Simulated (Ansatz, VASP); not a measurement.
## One calculation of Si, two programs

```
Si
1.0
     0.00000    2.70073    2.70073
     2.70073    0.00000    2.70073
     2.70073    2.70073    0.00000
Si
2
Direct
  0.00000 0.00000 0.00000
  0.25000 0.25000 0.25000
```

Alike in both runs: functional LDA; k mesh 12 × 12 × 12; occupations gaussian, width 0.02 eV; no spin polarisation.

Ansatz relaxed the structure, and its values are those at the end. VASP's run is a single point on that final structure, the one shown.

|  | VASP | Ansatz |
| --- | --- | --- |
| version | VASP 6.6.1 | Ansatz 0.2.0 |
| potentials or method | VASP PAW LDA potentials, release 64 (Si), cutoff 500 eV | scalar-relativistic, plane waves, PAW |
| valence electrons in the cell | 8 | 8 |

VASP gave:

```
gap on the k mesh at the Fermi level (eV) : 0.44
least direct gap on the mesh (eV)         : 2.53
pressure (GPa)                            : 0.1
```

Task: What did Ansatz give for the same quantities?

Result: gap on the k mesh at the Fermi level (eV): 0.44; least direct gap on the mesh (eV): 2.53; pressure (GPa): 0.0.

Ansatz warns that its potentials were made for another functional, while VASP's fit it. LDA's correlation is that of Perdew and Zunger in VASP and of Perdew and Wang (1992) in Ansatz.
